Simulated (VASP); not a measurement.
# In2Sb3O (P-4m2) in VASP: notebook

The runs below take In2Sb3O through single point, relaxation of cell and atoms, with PBE.

Program: VASP 6.6.1. These are calculated values, not measurements. Logs are shortened: lines on timing, memory, paths and dates and some standing lists are left out, and cuts for length are marked.

## 1. The cell of the first run

Symmetry: P-4m2, No. 115, tetragonal system. The conventional cell has a = 3.881 Å, b = 3.881 Å, c = 10.481 Å, α = 90.00°, β = 90.00°, γ = 90.00°. Within 3.0 Å of In (site symmetry 2mm) lie 2 O at 2.29 Å. Sb (site symmetry 2mm) has 2 In at 3.00 Å and 9 Sb at 3.25 to 3.88 Å within 4.0 Å. Sb (site symmetry -4m2) has 12 Sb at 3.25 to 3.88 Å within 4.3 Å. O (site symmetry -4m2) has 4 In at 2.29 Å within 3.0 Å.

## 2. Single point, PBE

INCAR reads:

```
ALGO = Normal ; EDIFF = 1E-7
ENCUT = 520 ; GGA = PE
ISIF = 2 ; ISMEAR = 0
LASPH = True ; LCHARG = True
LELF = True ; LREAL = False
LVHAR = True ; LWAVE = False
NBANDS = 32 ; NELM = 60
PREC = Accurate ; SIGMA = 0.1
```

KPOINTS reads:

```
k-points
0
Gamma
  8 8 4
```

POSCAR reads:

```
In2Sb3O
1.0
    3.8812824087      0.0000000000      0.0000000000
    0.0000000000      3.8812824087      0.0000000000
    0.0000000000      0.0000000000     10.4809965858
In Sb O
2 3 1
Direct
    0.5000000000      0.0000000000      0.8844934900
    0.0000000000      0.5000000000      0.1155065100
    0.5000000000      0.5000000000      0.3340751139
    0.5000000000      0.5000000000      0.6659248861
    0.0000000000      0.0000000000      0.5000000000
    0.0000000000      0.0000000000      0.0000000000
```

Potentials or basis: VASP PAW PBE potentials, release 64 (In_d, Sb, O).

Run with:

```
$ cat potpaw_PBE.64/In_d/POTCAR potpaw_PBE.64/Sb/POTCAR potpaw_PBE.64/O/POTCAR > POTCAR
$ mpirun -np 1 vasp_std > vasp.out
```

OUTCAR:

```text
EDIFF = 1E-7
   ENCUT = 520
   GGA = PE
   ISIF = 2
   ISMEAR = 0
   LASPH = True
   LREAL = False
   NELM = 60
   PREC = Accurate

 ion  position               nearest neighbor table
   1  0.500  0.000  0.884-   6 2.29   6 2.29   4 3.00   4 3.00   2 3.66   2 3.66   2 3.66   2 3.66

   2  0.000  0.500  0.116-   6 2.29   6 2.29   3 3.00   3 3.00   1 3.66   1 3.66   1 3.66   1 3.66

   3  0.500  0.500  0.334-   2 3.00   2 3.00   5 3.25   5 3.25   5 3.25   5 3.25   4 3.48
   4  0.500  0.500  0.666-   1 3.00   1 3.00   5 3.25   5 3.25   5 3.25   5 3.25   3 3.48
   5  0.000  0.000  0.500-   3 3.25   4 3.25   3 3.25   4 3.25   3 3.25   4 3.25   3 3.25   4 3.25

   6  0.000  0.000  0.000-   1 2.29   2 2.29   2 2.29   1 2.29

  LATTYP: Found a simple tetragonal cell.
 ALAT       =     3.8812824087
 C/A-ratio  =     2.7003952514

  Lattice vectors:

 A1 = (   3.8812824087,   0.0000000000,   0.0000000000)
 A2 = (   0.0000000000,   3.8812824087,   0.0000000000)
 A3 = (   0.0000000000,   0.0000000000,  10.4809965858)

Analysis of symmetry for initial positions (statically):
=====================================================================
 Subroutine PRICEL returns:
 Original cell was already a primitive cell.

 Routine SETGRP: Setting up the symmetry group for a
 simple tetragonal supercell.

 Subroutine GETGRP returns: Found  8 space group operations
 (whereof  8 operations were pure point group operations)
 out of a pool of 16 trial point group operations.

The static configuration has the point symmetry D_2d.

Analysis of symmetry for dynamics (positions and initial velocities):
=====================================================================
 Subroutine PRICEL returns:
 Original cell was already a primitive cell.

 Routine SETGRP: Setting up the symmetry group for a
 simple tetragonal supercell.

 Subroutine GETGRP returns: Found  8 space group operations
 (whereof  8 operations were pure point group operations)
 out of a pool of 16 trial point group operations.

The dynamic configuration has the point symmetry D_2d.

 Subroutine INISYM returns: Found  8 space group operations
 (whereof  8 operations are pure point group operations),
 and found     1 'primitive' translations

----------------------------------------------------------------------------------------

                                     Primitive cell

  volume of cell :     157.8894

  direct lattice vectors                    reciprocal lattice vectors
     3.881282409  0.000000000  0.000000000     0.257646802  0.000000000  0.000000000
     0.000000000  3.881282409  0.000000000     0.000000000  0.257646802  0.000000000
     0.000000000  0.000000000 10.480996586     0.000000000  0.000000000  0.095410774

  length of vectors
     3.881282409  3.881282409 10.480996586     0.257646802  0.257646802  0.095410774

  position of ions in fractional coordinates (direct lattice)
     0.500000000  0.000000000  0.884493490
     0.000000000  0.500000000  0.115506510
     0.500000000  0.500000000  0.334075114
     0.500000000  0.500000000  0.665924886
     0.000000000  0.000000000  0.500000000
     0.000000000  0.000000000  0.000000000

  ion indices of the primitive-cell ions
   primitive index   ion index
                 1           1
                 2           2
                 3           3
                 4           4
                 5           5
                 6           6

----------------------------------------------------------------------------------------

 KPOINTS: k-points

Automatic generation of k-mesh.
 Grid dimensions read from file:
 generate k-points for:    8    8    4

 Generating k-lattice:

  Cartesian coordinates                     Fractional coordinates (reciprocal lattice)
     0.032205850  0.000000000  0.000000000     0.125000000  0.000000000  0.000000000
     0.000000000  0.032205850  0.000000000     0.000000000  0.125000000  0.000000000
     0.000000000  0.000000000  0.023852694     0.000000000  0.000000000  0.250000000

  Length of vectors
     0.032205850  0.032205850  0.023852694

  Shift w.r.t. Gamma in fractional coordinates (k-lattice)
     0.000000000  0.000000000  0.000000000

 Subroutine IBZKPT returns following result:
 ===========================================

 Found     45 irreducible k-points:

 Following reciprocal coordinates:
            Coordinates               Weight
  0.000000  0.000000  0.000000      1.000000
  0.125000  0.000000  0.000000      4.000000
  0.250000  0.000000  0.000000      4.000000
  0.375000  0.000000  0.000000      4.000000
  0.500000  0.000000  0.000000      2.000000
  0.125000  0.125000  0.000000      4.000000
[... 16 lines left out ...]
  0.375000  0.125000  0.250000     16.000000
  0.500000  0.125000  0.250000      8.000000
 [... further k-points ...]
   k-points           NKPTS =     45   k-points in BZ     NKDIM =     45   number of bands    NBANDS=     32
[... 57 lines left out ...]

 Free energy of the ion-electron system (eV)
  ---------------------------------------------------
  ext. energy  EPLUGINS =         0.00000000
  ---------------------------------------------------
  free energy    TOTEN  =       -23.71506458 eV

  energy without entropy =      -23.69699319  energy(sigma->0) =      -23.70602889

 E-fermi :   6.5914     XC(G=0):  -9.6047

 val. band max:        6.5765943727   @ k =   0.2500   0.2500   0.2500
 cond. band min:       6.5973695188   @ k =   0.5000   0.0000   0.0000
 fundamental gap:      0.0207751461
 Fermi energy:         6.5914306926

 k-point     1 :       0.0000    0.0000    0.0000
  band No.  band energies     occupation
      1     -12.3377      2.00000
      2      -8.1313      2.00000
      3      -8.1313      2.00000
      4      -8.1244      2.00000
      5      -8.0989      2.00000
      6      -8.0375      2.00000
[... 24 lines left out ...]
     31      11.7025      0.00000
     32      12.1105      0.00000

 k-point     2 :       0.1250    0.0000    0.0000
  band No.  band energies     occupation
      1     -12.3308      2.00000
      2      -8.1355      2.00000
      3      -8.1292      2.00000
      4      -8.1174      2.00000
      5      -8.0883      2.00000
      6      -8.0411      2.00000
[... 24 lines left out ...]
     31      11.4417      0.00000
     32      11.8471      0.00000

 k-point     3 :       0.2500    0.0000    0.0000
  band No.  band energies     occupation
      1     -12.3142      2.00000
      2      -8.1398      2.00000
      3      -8.1235      2.00000
      4      -8.1136      2.00000
      5      -8.0648      2.00000
      6      -8.0571      2.00000
[... 24 lines left out ...]
     31      11.4869      0.00000
     32      11.9308      0.00000

 k-point     4 :       0.3750    0.0000    0.0000
  band No.  band energies     occupation
      1     -12.2982      2.00000
      2      -8.1439      2.00000
      3      -8.1178      2.00000
      4      -8.1158      2.00000
      5      -8.0810      2.00000
      6      -8.0548      2.00000
[... 24 lines left out ...]
     31      11.2037      0.00000
     32      11.6978      0.00000

 k-point     5 :       0.5000    0.0000    0.0000
  band No.  band energies     occupation
      1     -12.2917      2.00000
      2      -8.1482      2.00000
      3      -8.1171      2.00000
      4      -8.1097      2.00000
      5      -8.0933      2.00000
      6      -8.0553      2.00000
[... 584 lines left out ...]
     31      11.2698      0.00000
     32      11.6204      0.00000

 k-point    22 :       0.2500    0.1250    0.2500
  band No.  band energies     occupation
      1     -12.3075      2.00000
      2      -8.1402      2.00000
      3      -8.1221      2.00000
      4      -8.1034      2.00000
      5      -8.0769      2.00000
      6      -8.0536      2.00000
[... 24 lines left out ...]
     31      11.1723      0.00000
     32      11.6186      0.00000

 k-point    23 :       0.3750    0.1250    0.2500
  band No.  band energies     occupation
      1     -12.2917      2.00000
      2      -8.1482      2.00000
      3      -8.1130      2.00000
      4      -8.1077      2.00000
      5      -8.0844      2.00000
      6      -8.0432      2.00000
[... 24 lines left out ...]
     31      11.0776      0.00000
     32      11.6632      0.00000

 k-point    24 :       0.5000    0.1250    0.2500
  band No.  band energies     occupation
      1     -12.2853      2.00000
      2      -8.1538      2.00000
      3      -8.1068      2.00000
      4      -8.1060      2.00000
      5      -8.0929      2.00000
      6      -8.0447      2.00000
[... 24 lines left out ...]
     31      11.2512      0.00000
     32      11.4415      0.00000

 [... further k-points ...]

------------------------ aborting loop because EDIFF is reached ----------------------------------------

  FORCE on cell =-STRESS in cart. coord.  units (eV):
  Direction    XX          YY          ZZ          XY          YZ          ZX
  --------------------------------------------------------------------------------------
  -------------------------------------------------------------------------------------
  Total       -0.0016186     -0.0016186     -0.0637717      0.0000000      0.0000000     -0.0000000
  in kB       -0.0164244     -0.0164244     -0.6471215      0.0000000      0.0000000     -0.0000000
  external PRESSURE =      -0.2266568 kB  Pullay stress =       0.0000000 kB

 VOLUME and BASIS-vectors are now :
 -----------------------------------------------------------------------------
  energy-cutoff  :      520.00
  volume of cell :      157.89
      direct lattice vectors                 reciprocal lattice vectors
     3.881282409  0.000000000  0.000000000     0.257646802  0.000000000  0.000000000
     0.000000000  3.881282409  0.000000000     0.000000000  0.257646802  0.000000000
     0.000000000  0.000000000 10.480996586     0.000000000  0.000000000  0.095410774

 POSITION                                       TOTAL-FORCE (eV/Angst)
 -----------------------------------------------------------------------------------
      1.94064      0.00000      9.27037         0.000000      0.000000     -0.019394
      0.00000      1.94064      1.21062         0.000000      0.000000      0.019394
      1.94064      1.94064      3.50144         0.000000     -0.000000      0.010934
      1.94064      1.94064      6.97956         0.000000     -0.000000     -0.010934
      0.00000      0.00000      5.24050         0.000000      0.000000      0.000000
      0.00000      0.00000      0.00000         0.000000      0.000000      0.000000
 -----------------------------------------------------------------------------------
    total drift:                                0.000000     -0.000000     -0.000000

  FREE ENERGIE OF THE ION-ELECTRON SYSTEM (eV)
  ---------------------------------------------------
  free  energy   TOTEN  =       -23.7150645796 eV

  energy  without entropy=      -23.6969931948  energy(sigma->0) =      -23.70602889
```

Run time: 4.4 min. Hardware: 1 thread of Intel Xeon 6975P-C, shared host; peak memory 0.39 GiB.

Results:

```yaml
Free_energy: -23.7151 eV
Pressure: 0.0 GPa
Largest_force: 0.019 eV/Å
```

Forces on the atoms (eV/Å):
```
In   0.000  0.000 -0.019
In   0.000  0.000  0.019
Sb   0.000  0.000  0.011
Sb   0.000  0.000 -0.011
Sb   0.000  0.000  0.000
O    0.000  0.000  0.000
```

Caveat: spin-orbit coupling is left out, which moves the levels of the heavy elements; an odd number of electrons without spin polarisation forces a metal; a magnetic or distorted state may lie lower.

## 3. Single point, PBE

INCAR reads:

```
SYSTEM = In2Sb3O
  ALGO = Normal
  EDIFF = 1E-7
  ENCUT = 520
  GGA = PE
  ISIF = 2
  ISMEAR = 0
  LASPH = .True.
  LCHARG = .False.
  LREAL = .False.
  LWAVE = .False.
  NBANDS = 32
  NELM = 60
  PREC = Accurate
  SIGMA = 0.1
```

KPOINTS reads:

```
k-points
0
Gamma
  8 8 4
  0 0 0
```

POSCAR reads:

```
In2Sb3O
1.0
    3.8846456139      0.0000000000      0.0000000000
    0.0000000000      3.8846456139      0.0000000000
    0.0000000000      0.0000000000     10.4638361835
In Sb O
2 3 1
Direct
    0.5000000000      0.0000000000      0.8845484554
    0.0000000000      0.5000000000      0.1154515446
    0.5000000000      0.5000000000      0.3340195036
    0.5000000000      0.5000000000      0.6659804964
    0.0000000000      0.0000000000      0.5000000000
    0.0000000000      0.0000000000      0.0000000000
```

Potentials or basis: VASP PAW PBE potentials, release 64 (In_d, Sb, O).

Run with:

```
$ cat potpaw_PBE.64/In_d/POTCAR potpaw_PBE.64/Sb/POTCAR potpaw_PBE.64/O/POTCAR > POTCAR
$ mpirun -np 1 vasp_std > vasp.out
```

Wall time 4.1 min (1 thread of Intel Xeon 6975P-C, shared host); peak memory 0.39 GiB.

The run converged. Its results:

- Free energy: -23.7151 eV
- Pressure: 0.0 GPa
- Largest force: 0.019 eV/Å

Forces in eV/Å, atoms in the order of the input:
```
In   0.000  0.000 -0.019
In   0.000  0.000  0.019
Sb   0.000  0.000  0.010
Sb   0.000  0.000 -0.010
Sb   0.000  0.000  0.000
O    0.000  0.000  0.000
```

Levels at points of the mesh, in eV from the Fermi level:
```
           k point  band 19  band 20  band 21  band 22  band 23  band 24  band 25  band 26  band 27  band 28
(0.00, 0.00, 0.00)    -2.33    -1.68    -1.68    -1.14     0.52     0.52     0.58     2.86     3.11     3.11
(0.50, 0.00, 0.00)    -3.97    -3.02    -2.10     0.01     0.30     0.50     0.71     1.27     1.38     2.28
(0.50, 0.50, 0.00)    -4.51    -3.06    -3.06    -3.04    -1.26    -0.48    -0.38    -0.38     0.79     2.01
(0.00, 0.00, 0.50)    -2.16    -1.70    -1.70    -1.02     0.57     0.57     1.24     1.26     3.05     3.05
(0.50, 0.00, 0.50)    -3.97    -2.23    -1.54    -1.00     0.45     0.51     0.71     1.36     2.08     2.57
(0.50, 0.50, 0.50)    -4.50    -2.96    -2.96    -2.58    -1.69    -1.34    -0.55    -0.55     2.32     2.32
```

Caveat: spin-orbit coupling is left out, which moves the levels of the heavy elements; an odd number of electrons without spin polarisation forces a metal; a magnetic or distorted state may lie lower.

## 4. Relaxation of cell and atoms, PBE

This run uses another cell than the first one, of 23.89 Å³/atom, 0.908 times its volume.

INCAR reads:

```
SYSTEM = In2Sb3O
ALGO = Normal ; EDIFF = 1E-6
EDIFFG = -0.08 ; ENCUT = 600
GGA = PE ; IBRION = 2
ISIF = 3 ; ISMEAR = 0
LASPH = .True. ; LCHARG = .False.
LREAL = .False. ; LWAVE = .False.
NELM = 80 ; NSW = 36
PREC = Accurate ; SIGMA = 0.2
```

KPOINTS reads:

```
k-points
0
Gamma
  4 4 2
  0 0 0
```

POSCAR reads:

```
In2Sb3O
1.0
    4.0000000000      0.0000000000      0.0000000000
    0.0000000000      4.0000000000      0.0000000000
    0.0000000000      0.0000000000      8.9600000000
In Sb O
2 3 1
Direct
    0.5000000000      0.0000000000      0.9000000000
    0.0000000000      0.5000000000      0.1000000000
    0.5000000000      0.5000000000      0.3250000000
    0.5000000000      0.5000000000      0.6750000000
    0.0000000000      0.0000000000      0.5000000000
    0.0000000000      0.0000000000      0.0000000000
```

Run with:

```
$ cat potpaw_PBE.64/In_d/POTCAR potpaw_PBE.64/Sb/POTCAR potpaw_PBE.64/O/POTCAR > POTCAR
$ mpirun -np 1 vasp_std > vasp.out
```

Run time: 10 min. Hardware: 1 thread of Intel Xeon 6975P-C, shared host; peak memory 0.3 GiB.

It converged, with:

```
Free energy                            : -23.9174 eV
Relaxed volume                         : 26.20 Å³/atom
Relaxed cell                           : a = 3.793 Å, b = 3.793 Å, c = 10.927 Å, α = 90.00°, β = 90.00°, γ = 90.00°
Space group after relaxing (to 0.05 Å) : P-4m2 (No. 115)
Energy gained by relaxing              : 138.7 meV/atom
Ionic steps                            : 15
Pressure after relaxing                : 0.2 GPa
Largest force after relaxing           : 0.041 eV/Å
```

Forces in eV/Å, atoms in the order of the input:
```
In   0.000  0.000  0.035
In   0.000  0.000 -0.035
Sb   0.000  0.000 -0.041
Sb   0.000  0.000  0.041
Sb   0.000  0.000  0.000
O    0.000  0.000  0.000
```

The path:
```csv
step,energy change (eV),largest force (eV/Å),pressure (GPa),volume (Å³)
1,0.0000,0.3611,7.19,143.36
2,-0.4108,0.4313,-2.00,166.70
3,-0.4298,0.4144,-0.71,161.99
4,-0.5301,0.3420,-0.55,161.40
5,-0.6817,0.4838,0.20,159.40
6,-0.6165,0.8015,2.78,153.41
7,-0.7458,0.5375,0.93,157.42
8,-0.7424,0.6245,1.35,156.38
9,-0.7781,0.3903,-0.40,160.72
10,-0.7795,0.4346,-0.13,160.01
11,-0.8109,0.2724,-0.16,159.49
12,-0.8271,0.1318,-0.13,158.75
13,-0.8271,0.1372,-0.13,158.78
14,-0.8304,0.0979,0.02,158.11
15,-0.8320,0.0410,0.25,157.18
```

Final structure:
```yaml
crystal:
  lattice:
    - [3.79270, 0.00000, 0.00000]
    - [0.00000, 3.79270, 0.00000]
    - [0.00000, 0.00000, 10.92678]
  atoms:
    - { symbol: In, position: [0.50000, 0.00000, 0.88369] }
    - { symbol: In, position: [0.00000, 0.50000, 0.11631] }
    - { symbol: Sb, position: [0.50000, 0.50000, 0.33470] }
    - { symbol: Sb, position: [0.50000, 0.50000, 0.66530] }
    - { symbol: Sb, position: [0.00000, 0.00000, 0.50000] }
    - { symbol: O, position: [0.00000, 0.00000, 0.00000] }
```

Levels at points of the mesh, in eV from the Fermi level:
| k point | band 20 | band 21 | band 22 | band 23 | band 24 | band 25 | band 26 | band 27 |
| --- | --- | --- | --- | --- | --- | --- | --- | --- |
| (0.00, 0.00, 0.00) | -1.58 | -1.58 | -1.12 | 0.45 | 0.58 | 0.58 | 2.75 | 3.11 |
| (0.50, 0.00, 0.00) | -3.25 | -2.53 | -0.29 | 0.08 | 0.76 | 0.86 | 0.92 | 1.52 |
| (0.50, 0.50, 0.00) | -3.25 | -3.25 | -3.00 | -1.45 | -0.78 | -0.72 | -0.72 | 0.51 |
| (0.00, 0.00, 0.50) | -1.59 | -1.59 | -1.50 | 0.62 | 0.62 | 1.00 | 1.25 | 3.09 |
| (0.50, 0.00, 0.50) | -2.53 | -1.88 | -1.28 | -0.01 | 0.77 | 0.86 | 1.51 | 1.76 |
| (0.50, 0.50, 0.50) | -3.17 | -3.17 | -2.59 | -1.82 | -1.51 | -0.87 | -0.87 | 1.94 |

Caveat: the k points lie up to 0.41 Å⁻¹ apart in the final cell; spin-orbit coupling is left out, which moves the levels of the heavy elements; an odd number of electrons without spin polarisation forces a metal; a magnetic or distorted state may lie lower; the relaxation stopped at a loose force limit of 0.08 eV/Å, so its end isn't a converged minimum.

## 5. Overview

```tsv
task	cell	k mesh	cutoff (eV)	smearing	gap on the mesh (eV)	pressure (GPa)	largest force (eV/Å)
single point	a = 3.881, b = 3.881, c = 10.481 Å, 6 atoms	8 × 8 × 4	520	gaussian 0.1 eV	none	0.0	0.02
single point	a = 3.885, b = 3.885, c = 10.464 Å, 6 atoms	8 × 8 × 4	520	gaussian 0.1 eV	none	0.0	0.02
relaxation of cell and atoms	relaxed from a = 4.000, b = 4.000, c = 8.960 Å, 6 atoms	4 × 4 × 2	600	gaussian 0.2 eV	none	0.2	0.04
```

Alike in all rows: level PBE; potentials or basis VASP PAW PBE potentials, release 64 (In_d, Sb, O); no spin polarisation.

Caveats: some runs use coarse meshes; spin-orbit coupling is left out, which moves the levels of the heavy elements; an odd number of electrons without spin polarisation forces a metal; a magnetic or distorted state may lie lower; the relaxation stopped at a loose force limit of 0.08 eV/Å, so its end isn't a converged minimum (some runs).

Absolute energies hang on the potentials; compare differences alone.
